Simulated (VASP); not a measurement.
Wanted: the native input for a VASP 6.6.1 run.

| Quantity | Value |
| --- | --- |
| Task | single point |
| Functional | PBE |
| Potentials or basis | VASP PAW PBE potentials, release 64 (Ga_d, Sb) |
| Cutoff | 520 eV |
| k mesh | 6 × 6 × 6 |
| Occupations | fermi-dirac, width 0.02 eV |
| Spin | no spin polarisation |
| Dipole correction | no |
| Further INCAR settings | ALGO = Normal; EDIFF = 1e-06; NBANDS = 16 |

The structure of GaSb lies in POSCAR:

```
GaSb
1.0
    0.0000000000      3.1398491691      3.1398491691
    3.1398491691      0.0000000000      3.1398491691
    3.1398491691      3.1398491691      0.0000000000
Ga Sb
1 1
Direct
    0.0000000000      0.0000000000      0.0000000000
    0.2500000000      0.2500000000      0.2500000000
```

This cell differs from its parent crystal: volume changed by +3%.

One way to write it, as run:

INCAR

```
SYSTEM = GaSb
  ALGO = Normal
  EDIFF = 1E-6
  ENCUT = 520
  GGA = PE
  ISIF = 2
  ISMEAR = -1
  LASPH = .TRUE.
  LCHARG = .FALSE.
  LREAL = .FALSE.
  LWAVE = .FALSE.
  NBANDS = 16
  NELM = 60
  PREC = Accurate
  SIGMA = 0.02
```

KPOINTS

```
k-points
0
G
  6 6 6
  0 0 0
```

Potentials or basis: VASP PAW PBE potentials, release 64 (Ga_d, Sb).

Command:

```sh
$ cat potpaw_PBE.64/Ga_d/POTCAR potpaw_PBE.64/Sb/POTCAR > POTCAR
$ mpirun -np 1 vasp_std > vasp.out
```

Results of the run:

```json
{
  "Pressure": "-1.2 GPa",
  "Band gap on the k mesh": "zero (filled and empty bands touch)"
}
```

Caveat: spin-orbit coupling is left out, which moves the levels of the heavy elements.

It took 11 s on 1 thread of AMD EPYC 9R45 96-Core Processor (Zen 5) (shared host), peak memory 0.17 GiB.
